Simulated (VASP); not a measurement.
# Ni (P6_3/mmc) in VASP: notebook

Runs on Ni. Level: LDA. Tasks: single point.

Program: VASP 6.6.1. These are calculated values, not measurements. Logs are shortened: lines on timing, memory, paths and dates and some standing lists are left out, and cuts for length are marked.

### Step 1. The cell of the first run

Symmetry: P6_3/mmc, No. 194, hexagonal system. The conventional cell has a = 2.418 Å, b = 2.418 Å, c = 7.929 Å, α = 90.00°, β = 90.00°, γ = 120.00°. Ni (site symmetry -3m) has 12 Ni at 2.42 Å within 3.2 Å. Within 3.2 Å of Ni (site symmetry -6m2) lie 12 Ni at 2.42 Å.

This isn't the form of Ni at room conditions, which is fcc.

### Step 2. Single point, LDA, collinear spin, antiferromagnetic start

Contents of INCAR:

```
PREC = Accurate
ENCUT = 520
EDIFF = 1E-6
ISMEAR = -1
SIGMA = 0.05
LREAL = False
LASPH = True
NELM = 150
ALGO = Normal
ISIF = 2
LWAVE = False
LCHARG = True
ISPIN = 2
MAGMOM = 0.8 0.8 -0.8 -0.8
LORBIT = 11
LMAXMIX = 4
GGA = CA
LELF = True
LVHAR = True
NBANDS = 32
```

Contents of KPOINTS:

```
Automatic mesh
0
Gamma
  14 14 4
```

Contents of POSCAR:

```
Ni
1.0
    2.4182791200      0.0000000000      0.0000000000
   -1.2091395600      2.0942911514      0.0000000000
    0.0000000000      0.0000000000      7.9286053812
Ni
4
Direct
    0.0000000000      0.0000000000      1.0000000000
    0.0000000000      0.0000000000      0.5000000000
    0.3333333333      0.6666666667      0.2500000000
    0.6666666667      0.3333333333      0.7500000000
```

Potentials or basis: VASP PAW LDA potentials, release 64 (Ni).

Launch:

```bash
> cat potpaw_LDA.64/Ni/POTCAR > POTCAR
> mpirun -np 1 vasp_std > vasp.out
```

OUTCAR:

```text
PREC = Accurate
   ENCUT = 520
   EDIFF = 1E-6
   ISMEAR = -1
   LREAL = False
   LASPH = True
   NELM = 150
   ISIF = 2
   ISPIN = 2
   LORBIT = 11
   GGA = CA

 ion  position               nearest neighbor table
   1  0.000  0.000  0.000-   3 2.42   4 2.42   4 2.42   3 2.42   4 2.42   3 2.42
   2  0.000  0.000  0.500-   3 2.42   4 2.42   4 2.42   3 2.42   4 2.42   3 2.42
   3  0.333  0.667  0.250-   1 2.42   2 2.42   1 2.42   2 2.42   1 2.42   2 2.42
   4  0.667  0.333  0.750-   1 2.42   2 2.42   1 2.42   2 2.42   1 2.42   2 2.42

  LATTYP: Found a hexagonal cell.
 ALAT       =     2.4182791200
 C/A-ratio  =     3.2786146626

  Lattice vectors:

 A1 = (   2.4182791200,   0.0000000000,   0.0000000000)
 A2 = (  -1.2091395600,   2.0942911514,   0.0000000000)
 A3 = (   0.0000000000,   0.0000000000,   7.9286053812)

Analysis of symmetry for initial positions (statically):
=====================================================================
 Subroutine PRICEL returns:
 Original cell was already a primitive cell.

 Routine SETGRP: Setting up the symmetry group for a
 hexagonal supercell.

 Subroutine GETGRP returns: Found 24 space group operations
 (whereof 12 operations were pure point group operations)
 out of a pool of 24 trial point group operations.

The static configuration has the point symmetry D_3d.
 The point group associated with its full space group is D_6h.

Analysis of symmetry for dynamics (positions and initial velocities):
=====================================================================
 Subroutine PRICEL returns:
 Original cell was already a primitive cell.

 Routine SETGRP: Setting up the symmetry group for a
 hexagonal supercell.

 Subroutine GETGRP returns: Found 24 space group operations
 (whereof 12 operations were pure point group operations)
 out of a pool of 24 trial point group operations.

The dynamic configuration has the point symmetry D_3d.
 The point group associated with its full space group is D_6h.

Analysis of structural, dynamic, and magnetic symmetry:
=====================================================================
 Subroutine PRICEL returns:
 Original cell was already a primitive cell.

 Routine SETGRP: Setting up the symmetry group for a
 hexagonal supercell.

 Subroutine GETGRP returns: Found 24 space group operations
 (whereof 12 operations were pure point group operations)
 out of a pool of 24 trial point group operations.

The overall configuration has the point symmetry D_3d.
 The point group associated with its full space group is D_6h.

 Subroutine INISYM returns: Found 24 space group operations
 (whereof 12 operations are pure point group operations),
 and found     1 'primitive' translations

----------------------------------------------------------------------------------------

                                     Primitive cell

  volume of cell :      40.1551

  direct lattice vectors                    reciprocal lattice vectors
     2.418279120  0.000000000  0.000000000     0.413517196  0.238744264  0.000000000
    -1.209139560  2.094291151  0.000000000     0.000000000  0.477488528  0.000000000
     0.000000000  0.000000000  7.928605381     0.000000000  0.000000000  0.126125586

  length of vectors
     2.418279120  2.418279120  7.928605381     0.477488528  0.477488528  0.126125586

  position of ions in fractional coordinates (direct lattice)
     0.000000000  0.000000000  0.000000000
     0.000000000  0.000000000  0.500000000
     0.333333333  0.666666667  0.250000000
     0.666666667  0.333333333  0.750000000

  ion indices of the primitive-cell ions
   primitive index   ion index
                 1           1
                 2           2
                 3           3
                 4           4

----------------------------------------------------------------------------------------

 KPOINTS: Automatic mesh

Automatic generation of k-mesh.
 Grid dimensions read from file:
 generate k-points for:   14   14    4

 Generating k-lattice:

  Cartesian coordinates                     Fractional coordinates (reciprocal lattice)
     0.029536943  0.017053162  0.000000000     0.071428571  0.000000000  0.000000000
     0.000000000  0.034106323  0.000000000     0.000000000  0.071428571  0.000000000
     0.000000000  0.000000000  0.031531397     0.000000000  0.000000000  0.250000000

  Length of vectors
     0.034106323  0.034106323  0.031531397

  Shift w.r.t. Gamma in fractional coordinates (k-lattice)
     0.000000000  0.000000000  0.000000000

 Subroutine IBZKPT returns following result:
 ===========================================

 Found     72 irreducible k-points:

 Following reciprocal coordinates:
            Coordinates               Weight
  0.000000  0.000000  0.000000      1.000000
  0.071429  0.000000  0.000000      6.000000
  0.142857  0.000000  0.000000      6.000000
  0.214286 -0.000000  0.000000      6.000000
  0.285714  0.000000  0.000000      6.000000
  0.357143  0.000000  0.000000      6.000000
[... 16 lines left out ...]
  0.285714  0.285714  0.000000      6.000000
  0.357143  0.285714  0.000000      6.000000
 [... further k-points ...]
   k-points           NKPTS =     72   k-points in BZ     NKDIM =     72   number of bands    NBANDS=     32
   number of dos      NEDOS =    301   number of ions     NIONS =      4
   total plane-waves  NPLWV =  19440
   dimension x,y,z NGX =    18 NGY =   18 NGZ =   60
   dimension x,y,z NGXF=    36 NGYF=   36 NGZF=  120
   ions per type =               4
   NGX,Y,Z   is equivalent  to a cutoff of  12.37, 12.37, 12.58 a.u.
   NGXF,Y,Z  is equivalent  to a cutoff of  24.75, 24.75, 25.16 a.u.
 SYSTEM =  unknown system
   PREC   = accura    normal or accurate (medium, high low for compatibility)
   ISTART =      0    job   : 0-new  1-cont  2-samecut
   ICHARG =      2    charge: 1-file 2-atom 10-const
   ISPIN  =      2    spin polarized calculation?
   LNONCOLLINEAR =      F non collinear calculations
   LSORBIT =      F    spin-orbit coupling
   LASPH  =      T    aspherical Exc in radial PAW
   ENCUT  =  520.0 eV  38.22 Ry    6.18 a.u.   4.50  4.50 14.74*2*pi/ulx,y,z
   NELM   =    150;   NELMIN=  2; NELMDL= -5     # of ELM steps
   EDIFF  = 0.1E-05   stopping-criterion for ELM
   LREAL  =      F    real-space projection
   EDIFFG = 0.1E-04   stopping-criterion for IOM
   NSW    =      0    number of steps for IOM
   IBRION =     -1    ionic relax: 0-MD 1-quasi-New 2-CG
   NFREE  =      0    steps in history (QN), initial steepest desc. (CG)
   ISIF   =      2    stress and relaxation
   ISYM   =      2    0-nonsym 1-usesym 2-fastsym
   POTIM  = 0.5000    time-step for ionic-motion
   TEBEG  =    0.0;   TEEND  =   0.0 temperature during run
   PSTRESS=    0.0 pullay stress
   NELECT =      40.0000    total number of electrons
   NUPDOWN=      -1.0000    fix difference up-down
   EMIN   =  10.00;   EMAX   =-10.00  energy-range for DOS
   EFERMI =   0.00;   METHOD = LEGACY
   ISMEAR =    -1;   SIGMA  =   0.05  broadening in eV -4-tet -1-fermi 0-gaus
   EFERMI_NEDOS =   21; number of points for ismear=-14 and -15
   IALGO  =     38    algorithm
   IMIX   =      4    mixing-type and parameters
     AMIX     =   0.40;   BMIX     =  1.00
     AMIX_MAG =   1.60;   BMIX_MAG =  1.00
  volume/ion in A,a.u.               =      10.04        67.74
  Fermi-wavevector in a.u.,A,eV,Ry     =   1.634989  3.089680 36.370928  2.673188
  Thomas-Fermi vector in A             =   2.726536
   LORBIT       =     11    0 simple, 1 ext, 2 COOP (PROOUT), +10 PAW based schemes
   GGA     = CA    functional components
   LHFCALC =     F    Hartree Fock is set to
   AEXX    =    0.0000 exact exchange contribution
   IVDW    =     0    specifies the selected vdW correction
   LEPSILON=     F    determine dielectric tensor
   LRPA    =     F    only Hartree local field effects (RPA)
 spin polarized calculation
  energy-cutoff  :      520.00
  volume of cell :       40.16
 maximum number of plane-waves:      1110
 NGX is ok and might be reduce to    18
   NGX =  9   NGY =  9   NGZ = 29

 number of electron      39.9999945 magnetization       0.0067052

 number of electron      39.9999945 magnetization      -0.0000100

 Free energy of the ion-electron system (eV)
  ---------------------------------------------------
  ext. energy  EPLUGINS =         0.00000000
  ---------------------------------------------------
  free energy    TOTEN  =       -26.17339588 eV

  energy without entropy =      -26.05838419  energy(sigma->0) =      -26.11589003

 E-fermi :  10.0883     XC(G=0): -14.0948

 val. band max:       10.0876878278   @ k =   0.5000   0.0000   0.0000
 cond. band min:      10.0916840934   @ k =   0.5000   0.0000   0.2500
 fundamental gap:      0.0039962656
 Fermi energy:        10.0882593838

 spin component 1

 k-point     1 :       0.0000    0.0000    0.0000
  band No.  band energies     occupation
      1       0.6893      1.00000
      2       3.0389      1.00000
      3       3.0401      1.00000
      4       5.1640      1.00000
      5       7.5430      1.00000
      6       7.5838      1.00000
[... 24 lines left out ...]
     31      36.2059      0.00000
     32      36.2059      0.00000

 k-point     2 :       0.0714    0.0000    0.0000
  band No.  band energies     occupation
      1       0.8783      1.00000
      2       3.2040      1.00000
      3       3.2052      1.00000
      4       5.2885      1.00000
      5       7.4381      1.00000
      6       7.5296      1.00000
[... 24 lines left out ...]
     31      34.2647      0.00000
     32      34.9775      0.00000
[... 733 lines left out ...]
     31      22.9974      0.00000
     32      26.0675      0.00000

 k-point    24 :       0.3571    0.2857    0.0000
  band No.  band energies     occupation
      1       6.2870      1.00000
      2       6.3400      1.00000
      3       6.5249      1.00000
      4       6.5835      1.00000
      5       6.6709      1.00000
      6       6.6861      1.00000
[... 24 lines left out ...]
     31      24.2016      0.00000
     32      24.3807      0.00000

 [... further k-points ...]

 spin component 2

 k-point     1 :       0.0000    0.0000    0.0000
  band No.  band energies     occupation
      1       0.6893      1.00000
      2       3.0388      1.00000
      3       3.0401      1.00000
      4       5.1640      1.00000
      5       7.5429      1.00000
      6       7.5839      1.00000
[... 24 lines left out ...]
     31      36.2059      0.00000
     32      36.2059      0.00000

 k-point     2 :       0.0714    0.0000    0.0000
  band No.  band energies     occupation
      1       0.8783      1.00000
      2       3.2040      1.00000
      3       3.2052      1.00000
      4       5.2885      1.00000
      5       7.4380      1.00000
      6       7.5297      1.00000
[... 24 lines left out ...]
     31      34.2647      0.00000
     32      34.9775      0.00000
[... 733 lines left out ...]
     31      22.9973      0.00000
     32      26.0674      0.00000

 k-point    24 :       0.3571    0.2857    0.0000
  band No.  band energies     occupation
      1       6.2870      1.00000
      2       6.3400      1.00000
      3       6.5249      1.00000
      4       6.5835      1.00000
      5       6.6709      1.00000
      6       6.6861      1.00000
[... 24 lines left out ...]
     31      24.2015      0.00000
     32      24.3807      0.00000

 [... further k-points ...]

------------------------ aborting loop because EDIFF is reached ----------------------------------------

  FORCE on cell =-STRESS in cart. coord.  units (eV):
  Direction    XX          YY          ZZ          XY          YZ          ZX
  --------------------------------------------------------------------------------------
  -------------------------------------------------------------------------------------
  Total       -0.2198943     -0.2198943     -0.2502021      0.0000000      0.0000000      0.0000000
  in kB       -8.7737290     -8.7737290     -9.9830041      0.0000000      0.0000000      0.0000000
  external PRESSURE =      -9.1768207 kB  Pullay stress =       0.0000000 kB

 VOLUME and BASIS-vectors are now :
 -----------------------------------------------------------------------------
  energy-cutoff  :      520.00
  volume of cell :       40.16
      direct lattice vectors                 reciprocal lattice vectors
     2.418279120  0.000000000  0.000000000     0.413517196  0.238744264  0.000000000
    -1.209139560  2.094291151  0.000000000     0.000000000  0.477488528  0.000000000
     0.000000000  0.000000000  7.928605381     0.000000000  0.000000000  0.126125586

 POSITION                                       TOTAL-FORCE (eV/Angst)
 -----------------------------------------------------------------------------------
      0.00000      0.00000      0.00000        -0.000000      0.000000      0.000000
      0.00000      0.00000      3.96430        -0.000000      0.000000      0.000000
     -0.00000      1.39619      1.98215         0.000000      0.000000     -0.000000
      1.20914      0.69810      5.94645        -0.000000     -0.000000      0.000000
 -----------------------------------------------------------------------------------
    total drift:                                0.000000     -0.000000      0.000000

  FREE ENERGIE OF THE ION-ELECTRON SYSTEM (eV)
  ---------------------------------------------------
  free  energy   TOTEN  =       -26.1733958788 eV

  energy  without entropy=      -26.0583841858  energy(sigma->0) =      -26.11589003

 total charge

# of ion       s       p       d       tot
------------------------------------------
    1        0.532   0.566   8.378   9.476
    2        0.532   0.566   8.378   9.476
    3        0.532   0.569   8.375   9.475
    4        0.532   0.569   8.375   9.475
--------------------------------------------------
tot          2.127   2.270  33.505  37.903

 magnetization (x)

# of ion       s       p       d       tot
------------------------------------------
    1       -0.000  -0.000   0.000   0.000
    2       -0.000  -0.000   0.000   0.000
    3        0.000  -0.000  -0.000  -0.000
    4        0.000  -0.000  -0.000  -0.000
--------------------------------------------------
tot         -0.000  -0.000   0.000   0.000
```

It took 4.2 min on 1 thread of Intel Xeon Platinum 8488C (Sapphire Rapids), shared host; peak memory 0.23 GiB.

Results:

| Quantity | Value |
| --- | --- |
| Free energy | -26.1734 eV |
| Pressure | -0.9 GPa |
| Band gap on the k mesh | zero (filled and empty bands overlap) |
| Net moment | 0.00 μB per cell |
| Valence electrons inside the program's atomic spheres | Ni 9.48, 9.47 (each value once) |

Levels at points of the mesh, in eV from the Fermi level:
Spin up:
| k point | band 18 | band 19 | band 20 | band 21 | band 22 | band 23 |
| --- | --- | --- | --- | --- | --- | --- |
| (0.00, 0.00, 0.00) | -0.73 | -0.73 | -0.47 | -0.47 | -0.30 | -0.07 |
| (0.50, 0.00, 0.00) | 0.12 | 0.13 | 0.14 | 0.39 | 1.50 | 2.87 |
| (0.00, 0.00, 0.50) | -0.90 | -0.90 | -0.90 | -0.24 | -0.24 | -0.24 |
| (0.50, 0.00, 0.50) | 0.01 | 0.12 | 0.12 | 1.62 | 1.62 | 3.10 |
Spin down:
| k point | band 16 | band 17 | band 18 | band 19 | band 20 | band 21 | band 22 | band 23 | band 24 | band 25 |
| --- | --- | --- | --- | --- | --- | --- | --- | --- | --- | --- |
| (0.00, 0.00, 0.00) | -1.06 | -1.06 | -0.73 | -0.73 | -0.47 | -0.47 | -0.30 | -0.07 | -0.07 | 6.59 |
| (0.50, 0.00, 0.00) | 0.02 | 0.05 | 0.12 | 0.13 | 0.14 | 0.39 | 1.50 | 2.87 | 3.43 | 7.44 |
| (0.00, 0.00, 0.50) | -1.80 | -0.90 | -0.90 | -0.90 | -0.90 | -0.24 | -0.24 | -0.24 | -0.24 | 9.65 |
| (0.50, 0.00, 0.50) | -0.34 | 0.01 | 0.01 | 0.12 | 0.12 | 1.62 | 1.62 | 3.10 | 3.10 | 7.77 |

Caveat: the moments typed at the start vanished in this run.

(Continued in part 2 of 3.)
